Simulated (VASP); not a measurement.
Set up this calculation in VASP 6.6.1, as the native input.

```
Task                   : single point
Functional             : LDA
Potentials or basis    : VASP PAW LDA potentials, release 64 (Ta_pv, N)
Cutoff                 : 520 eV
k mesh                 : 12 × 12 × 8
Occupations            : fermi-dirac, width 0.02 eV
Spin                   : no spin polarisation
Dipole correction      : no
Further INCAR settings : ALGO = Normal; EDIFF = 1e-06; NBANDS = 15
```

The structure of TaN lies in POSCAR:

```
TaN
1.0
    2.9063025317      0.0000000000      0.0000000000
   -1.4531512659      2.5169318235      0.0000000000
    0.0000000000      0.0000000000      2.8521120333
Ta N
1 1
Direct
    0.3333333333      0.6666666667      0.5000000000
    0.0000000000      0.0000000000      0.0000000000
```

One way to write it, as run:

INCAR

```
PREC = Accurate
ENCUT = 520
EDIFF = 1E-6
ISMEAR = -1
SIGMA = 0.02
LREAL = F
LASPH = T
NELM = 80
ALGO = Normal
ISIF = 2
LWAVE = F
LCHARG = F
NBANDS = 15
```

KPOINTS

```
Automatic mesh
0
Gamma
  12 12 8
```

Potentials or basis: VASP PAW LDA potentials, release 64 (Ta_pv, N).

Launch:

```bash
$ cat potpaw_LDA.64/Ta_pv/POTCAR potpaw_LDA.64/N/POTCAR > POTCAR
$ mpirun -np 1 vasp_std > vasp.out
```

It gave:

```json
{
  "Pressure": "2.0 GPa",
  "Band gap on the k mesh": "zero (bands 8 and 9 overlap by 0.28 eV)"
}
```

Caveat: spin-orbit coupling is left out, which moves the levels of the heavy elements.

Run time: 8.2 s on 1 thread of Intel(R) Xeon(R) 6975P-C (Granite Rapids) (shared host), peak memory 0.15 GiB.
